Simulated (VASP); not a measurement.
# ZnSe (F-43m) in VASP: notebook, part 2 of 2

VASP 6.6.1.

## 4. Relaxation of cell and atoms, PBE

Input file INCAR:

```
SYSTEM = ZnSe
ALGO = Normal ; EDIFF = 1E-6
EDIFFG = -0.002 ; ENCUT = 600
GGA = PE ; IBRION = 2
ISIF = 3 ; ISMEAR = 0
LASPH = .True. ; LCHARG = .False.
LREAL = .False. ; LWAVE = .False.
NELM = 60 ; NSW = 100
PREC = Accurate ; SIGMA = 0.02
```

Input file KPOINTS:

```
k-points
0
Gamma
  8 8 8
  0 0 0
```

Input file POSCAR:

```
ZnSe
1.0
    0.0000000000      2.8324425400      2.8324425400
    2.8324425400      0.0000000000      2.8324425400
    2.8324425400      2.8324425400      0.0000000000
Zn Se
1 1
Direct
    0.0000000000      0.0000000000      0.0000000000
    0.2500000000      0.2500000000      0.2500000000
```

Potentials or basis: VASP PAW PBE potentials, release 64 (Zn, Se).

Launch:

```console
$ cat potpaw_PBE.64/Zn/POTCAR potpaw_PBE.64/Se/POTCAR > POTCAR
$ mpirun -np 1 vasp_std > vasp.out
```

OUTCAR:

```text
SYSTEM = ZnSe
   EDIFF = 1E-6
   EDIFFG = -0.002
   ENCUT = 600
   GGA = PE
   IBRION = 2
   ISIF = 3
   ISMEAR = 0
   LASPH = .True.
   LREAL = .False.
   NELM = 60
   NSW = 100
   PREC = Accurate

 ion  position               nearest neighbor table
   1  0.000  0.000  0.000-   2 2.45   2 2.45   2 2.45   2 2.45
   2  0.250  0.250  0.250-   1 2.45   1 2.45   1 2.45   1 2.45

  LATTYP: Found a face centered cubic cell.
 ALAT       =     5.6648850800

  Lattice vectors:

 A1 = (   0.0000000000,   2.8324425400,   2.8324425400)
 A2 = (   2.8324425400,   0.0000000000,   2.8324425400)
 A3 = (   2.8324425400,   2.8324425400,   0.0000000000)

Analysis of symmetry for initial positions (statically):
=====================================================================
 Subroutine PRICEL returns:
[... 448 lines left out ...]
      6      -4.7840      2.00000
      7       1.2951      2.00000
      8       1.2951      2.00000
      9       1.2951      2.00000
     10       2.4344      0.00000
     11       7.1053      0.00000
     12       7.1053      0.00000
     13       7.1053      0.00000
[... 354 lines left out ...]
  band No.  band energies     occupation
      1     -10.8812      2.00000
      2      -5.0225      2.00000
      3      -4.9909      2.00000
      4      -4.8104      2.00000
      5      -4.7770      2.00000
      6      -4.5920      2.00000
      7      -3.3888      2.00000
      8      -0.9856      2.00000
      9      -0.0767      2.00000
     10       5.4097      0.00000
     11       6.8715      0.00000
     12       8.6059      0.00000
     13       9.8423      0.00000

 [... further k-points ...]

------------------------ aborting loop because EDIFF is reached ----------------------------------------

  FORCE on cell =-STRESS in cart. coord.  units (eV):
  Direction    XX          YY          ZZ          XY          YZ          ZX
  --------------------------------------------------------------------------------------
  -------------------------------------------------------------------------------------
  Total       -0.0025416     -0.0025416     -0.0025416     -0.0000000     -0.0000000     -0.0000000
  in kB       -0.0861398     -0.0861398     -0.0861398     -0.0000000     -0.0000000     -0.0000000
  external PRESSURE =      -0.0861398 kB  Pullay stress =       0.0000000 kB
[... 17 lines left out ...]
  FREE ENERGIE OF THE ION-ELECTRON SYSTEM (eV)
  ---------------------------------------------------
  free  energy   TOTEN  =        -6.0320709259 eV

  energy  without entropy=       -6.0320709259  energy(sigma->0) =       -6.03207093

 reached required accuracy - stopping structural energy minimisation
```

OSZICAR:

```text
N       E                     dE             d eps       ncg     rms          rms(c)
DAV:   1     0.918509359374E+02    0.91851E+02   -0.96635E+03   754   0.173E+03
DAV:   2    -0.219323122067E+00   -0.92070E+02   -0.88174E+02   834   0.296E+02
DAV:   3    -0.624471458164E+01   -0.60254E+01   -0.59965E+01   924   0.729E+01
DAV:   4    -0.630693017630E+01   -0.62216E-01   -0.62196E-01   839   0.809E+00
[... 54 lines left out ...]
   7 F= -.60320702E+01 E0= -.60320702E+01  d E =-.329595E-05
       N       E                     dE             d eps       ncg     rms          rms(c)
DAV:   1    -0.603207447520E+01   -0.32666E-05   -0.55692E-05   914   0.157E-01    0.140E-02
DAV:   2    -0.603207117366E+01    0.33015E-05   -0.12608E-05   754   0.963E-02    0.469E-03
DAV:   3    -0.603207092588E+01    0.24779E-06   -0.44384E-07   382   0.606E-03
   8 F= -.60320709E+01 E0= -.60320709E+01  d E =-.399839E-05
```

CONTCAR:

```text
ZnSe
   1.00000000000000
    -0.0000000000000000    2.8698773989646469    2.8698773989646469
     2.8698773989646469    0.0000000000000000    2.8698773989646469
     2.8698773989646469    2.8698773989646469   -0.0000000000000000
  Zn              Se
     1     1
Direct
     1.0000000000000000    0.0000000000000000    0.0000000000000000
     0.2500000000000000    0.2500000000000000    0.2500000000000000

  0.00000000E+00  0.00000000E+00  0.00000000E+00
  0.00000000E+00  0.00000000E+00  0.00000000E+00
```

It took 68 s on 1 thread of Intel Xeon Platinum 8488C (Sapphire Rapids), shared host; peak memory 0.2 GiB.

Results:

```
Free energy                           : -6.0321 eV
Relaxed volume                        : 23.64 Å³/atom
Relaxed cell                          : a = 4.059 Å, b = 4.059 Å, c = 4.059 Å, α = 60.00°, β = 60.00°, γ = 60.00°
Space group after relaxing (to 0.1 Å) : F-43m (No. 216)
Energy gained by relaxing             : 6.6 meV/atom
Ionic steps                           : 8
Pressure after relaxing               : 0.0 GPa
Band gap on the k mesh                : 1.14 eV
```

Step by step:
```csv
step,energy change (eV),largest force (eV/Å),pressure (GPa),volume (Å³)
1,0.0000,0.0000,2.43,45.45
2,-0.0123,0.0000,-0.57,47.75
3,-0.0132,0.0000,0.11,47.25
4,-0.0131,0.0000,-0.06,47.33
5,-0.0132,0.0000,-0.02,47.29
6,-0.0132,0.0000,0.02,47.27
7,-0.0132,0.0000,-0.04,47.28
8,-0.0132,0.0000,-0.01,47.27
```

Final structure:
```xyz
2
Lattice="0.0000 2.8699 2.8699 2.8699 0.0000 2.8699 2.8699 2.8699 0.0000" Properties=species:S:1:pos:R:3 pbc="T T T"
Zn    0.0000    2.8699    2.8699
Se    1.4349    1.4349    1.4349
```

## 5. Overview

| task | cell | k mesh | cutoff (eV) | smearing | gap on the mesh (eV) | pressure (GPa) |
| --- | --- | --- | --- | --- | --- | --- |
| single point | a = 4.006 Å, angles 60.0°, 2 atoms | 6 × 6 × 6 | 520 | gaussian 0.1 eV | 1.29 | 2.5 |
| single point | a = 4.054 Å, angles 60.0°, 2 atoms | 8 × 8 × 8 | 520 | gaussian 0.02 eV | 1.15 | 0.2 |
| relaxation of cell and atoms | relaxed from a = 4.006 Å, angles 60.0°, 2 atoms | 8 × 8 × 8 | 600 | gaussian 0.02 eV | 1.14 | 0.0 |

Alike in all rows: level PBE; potentials or basis VASP PAW PBE potentials, release 64 (Zn, Se); no spin polarisation.

Absolute energies hang on the potentials; compare differences alone.
